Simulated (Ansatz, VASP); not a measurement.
# Co in VASP and in Ansatz

Contents of INCAR:

```
  PREC = Accurate
  ENCUT = 600
  EDIFF = 1E-6
  ISMEAR = 0
  SIGMA = 0.1
  LREAL = False
  LASPH = True
  NELM = 150
  ALGO = Fast
  ISIF = 3
  LWAVE = False
  LCHARG = False
  ISPIN = 2
  MAGMOM = 1.95
  LORBIT = 11
  LMAXMIX = 4
  GGA = PE
  IBRION = 2
  NSW = 80
  EDIFFG = -0.01
```

The input KPOINTS:

```
Automatic mesh
0
Gamma
  20 20 20
```

File POSCAR:

```
Co
1.0
    0.0000000000      1.7781268206      1.7781268206
    1.7781268206      0.0000000000      1.7781268206
    1.7781268206      1.7781268206      0.0000000000
Co
1
Direct
    0.0000000000      0.0000000000      0.0000000000
```

Input for Ansatz:

```yaml
crystal:
  lattice:
    - [0.0, 1.7781268206, 1.7781268206]
    - [1.7781268206, 0.0, 1.7781268206]
    - [1.7781268206, 1.7781268206, 0.0]
  atoms:
    - { symbol: Co, position: [0.0, 0.0, 0.0], spin: 1.95 }
basis:
  ecutwfc: 420
kpoints:
  mp_grid: { grid: [20, 20, 20] }
hamiltonian:
  xc: pbe
scf:
  occupations: { method: gaussian, width: 0.1 }
output:
  forces: true
  stress: true
  eigenvalues: true
  populations: true
magnetization:
  spin_polarized: true
relax:
  adjacent_minimum: "off"
  f_tol: 0.01
  max_steps: 60
  cell: { stress_tol: 0.1 }
```

Alike in both runs: task relaxation of cell and atoms; functional PBE; k mesh 20 × 20 × 20; occupations gaussian, width 0.1 eV; collinear spin.

|  | VASP | Ansatz |
| --- | --- | --- |
| version | VASP 6.6.1 | Ansatz 0.2.0 |
| potentials or method | VASP PAW PBE potentials, release 64 (Co), cutoff 600 eV | scalar-relativistic, plane waves, PAW |
| valence electrons in the cell | 9 | 17 |

```tsv
	VASP	Ansatz	Ansatz less VASP
gap on the k mesh at the Fermi level, each at its own relaxed structure (eV)	none	none	-
net moment per atom (μB)	1.63	1.64	+0.011
size of the moment on the site where the two differ most (μB)	1.65	1.71	+0.062
relaxed volume (Å³/atom)	10.86	10.91	+0.049
relaxed cell length with the largest relative difference (Å)	2.486	2.489	+0.0037
```

Site moments also hang on the region over which each program counts them. A gap of «none» marks a metal or a gap that the smearing closes. VASP's potentials hold 9 valence electrons a cell and Ansatz's 17, so a difference there can come from the potentials and not from the codes.
